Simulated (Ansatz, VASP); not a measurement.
**One calculation of NaH, two programs**

```
CELL_PARAMETERS angstrom
0.00000 2.48786 2.48786
2.48786 0.00000 2.48786
2.48786 2.48786 0.00000
ATOMIC_POSITIONS crystal
Na 0.00000 0.00000 0.00000
H 0.50000 0.50000 0.50000
```

Alike in both runs: task single point; functional HSE06; k mesh 6 × 6 × 6; occupations fermi-dirac, width 0.05 eV; no spin polarisation.

|  | VASP | Ansatz |
| --- | --- | --- |
| version | VASP 6.6.1 | Ansatz 0.2.0 |
| potentials or method | VASP PAW PBE potentials, release 64 (Na_pv, H) | Ansatz PAW |
| plane-wave cutoff (eV) | 520 | 420 |
| valence electrons in the cell | 8 | 10 |

```tsv
	VASP	Ansatz	Ansatz less VASP
gap on the k mesh at the Fermi level (eV)	4.67	4.67	+0.004
least direct gap on the mesh (eV)	5.53	5.53	+0.003
pressure (GPa)	-2.1	-2.1	0.00
```

VASP's potentials hold 8 valence electrons a cell and Ansatz's 10, so a difference there can come from the potentials and not from the codes.
